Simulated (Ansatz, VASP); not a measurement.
Mg4MnTl2Sn in VASP and in Ansatz

```
Tl Mn Sn Mg
1.0
    -3.72343    3.72343    3.13189
     3.72343   -3.72343    3.13189
     3.72343    3.72343   -3.13189
Tl Mn Sn Mg
2 1 1 4
Direct
  0.50000 0.00000 0.50000
  0.00000 0.50000 0.50000
  0.50000 0.50000 0.00000
  0.00000 0.00000 0.00000
  0.42620 0.42620 0.35880
  0.57380 0.93260 0.00000
  0.06740 0.06740 0.64120
  0.93260 0.57380 0.00000
```

Alike in both runs: task single point; functional r2SCAN; k mesh 7 × 7 × 7; no spin polarisation.

|  | VASP | Ansatz |
| --- | --- | --- |
| version | VASP 6.6.1 | Ansatz 0.2.0 |
| potentials or method | VASP PAW PBE potentials, release 64 (Tl_d, Mn_pv, Sn_d, Mg), cutoff 520 eV | PAW plane waves |
| occupations | fermi-dirac, width 0.1 eV | fermi-dirac |
| valence electrons in the cell | 61 | 95 |

```tsv
	VASP	Ansatz	Ansatz less VASP
pressure (GPa)	7.3	7.5	+0.17
traceless stress, the component that is largest in VASP (GPa)	2.08	2.10	+0.016
rms of the force components (eV/Å)	1.365	1.370	+0.0047
```

VASP's potentials were made for PBE, not for r2SCAN. Atom by atom the forces differ by 0.005 eV/Å (rms over components). VASP's potentials hold 61 valence electrons a cell and Ansatz's 95, so a difference there can come from the potentials and not from the codes.

Spin-orbit coupling is off throughout.
